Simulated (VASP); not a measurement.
**BN: single point with PBEsol**

BN:

```
B N
1.0
     0.00000    1.80285    1.80285
     1.80285    0.00000    1.80285
     1.80285    1.80285    0.00000
B N
1 1
Cartesian
  0.0000 0.0000 0.0000
  2.7043 2.7043 2.7043
```

```
Program                : VASP 6.6.1
Task                   : single point
Functional             : PBEsol
Potentials or basis    : VASP PAW PBE potentials, release 64 (B, N)
Cutoff                 : 520 eV
k mesh                 : 12 × 12 × 12
Occupations            : gaussian, width 0.02 eV
Spin                   : no spin polarisation
Dipole correction      : no
Further INCAR settings : ALGO = Normal; EDIFF = 1e-07; NBANDS = 11
```

```yaml
Pressure: 0.6 GPa
Band_gap_on_the_k_mesh: 4.28 eV, indirect (least direct gap 8.80 eV)
```

Levels at points of the mesh, in eV from the valence-band top:
```tsv
k point	band 2	band 3	band 4	band 5	band 6	band 7
(0.00, 0.00, 0.00)	0.00	0.00	0.00	8.80	8.80	8.80
(0.50, 0.00, 0.00)	-10.85	-1.96	-1.96	10.19	10.66	10.66
(0.50, 0.50, 0.00)	-9.02	-4.98	-4.98	4.28	9.13	18.00
```

Run time: 4.2 s on 1 thread of Intel(R) Xeon(R) 6975P-C (Granite Rapids), with other jobs on the host, peak memory 0.12 GiB.

Caveat: the PAW data sets were made with another functional, which shifts forces and pressure a little. A k mesh can miss the band edges.
